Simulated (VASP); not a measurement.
Input of a VASP 6.6.1 run:

Contents of POSCAR:

```
Mg2Si
1.0
    0.0000000000      3.1820363605      3.1820363605
    3.1820363605      0.0000000000      3.1820363605
    3.1820363605      3.1820363605      0.0000000000
Mg Si
2 1
Direct
    0.2500000000      0.2500000000      0.2500000000
    0.7500000000      0.7500000000      0.7500000000
    0.0000000000      0.0000000000      0.0000000000
```

INCAR.step1

```
SYSTEM = Mg2Si
  PREC = Accurate
  ENCUT = 660
  ISMEAR = 0
  SIGMA = 0.05
  LREAL = .False.
  LASPH = .True.
  NELM = 120
  NBANDS = 11
  GGA = PE
  ALGO = Normal
  EDIFF = 1E-5
  LWAVE = .True.
  LCHARG = .False.
  GGA_COMPAT = .False.
```

File INCAR.step2:

```
SYSTEM = Mg2Si
  PREC = Accurate
  ENCUT = 660
  EDIFF = 1E-6
  ISMEAR = 0
  SIGMA = 0.05
  LREAL = .False.
  LASPH = .True.
  NELM = 120
  ALGO = Normal
  ISIF = 2
  LWAVE = .False.
  LCHARG = .True.
  METAGGA = R2SCAN
  LMIXTAU = .True.
  LELF = .True.
  LVHAR = .True.
  NBANDS = 11
  ISTART = 1
  GGA_COMPAT = .False.
```

KPOINTS

```
Automatic mesh
0
Gamma
  10 10 10
  0 0 0
```

Potentials or basis: VASP PAW PBE potentials, release 64 (Mg, Si).

Run with:

```console
$ cat potpaw_PBE.64/Mg/POTCAR potpaw_PBE.64/Si/POTCAR > POTCAR
$ cp INCAR.step1 INCAR
$ mpirun -np 1 vasp_std > vasp.out
$ cp INCAR.step2 INCAR
$ mpirun -np 1 vasp_std > vasp.out
```

Problem. Predict the band gap on the k mesh.

Solution. 0.46 eV, indirect (least direct gap 2.42 eV).

Problem. What does it give for the pressure?

Solution. -1.0 GPa.

Caveat: the PAW data sets were made with another functional, which shifts forces and pressure a little. A k mesh can miss the band edges.
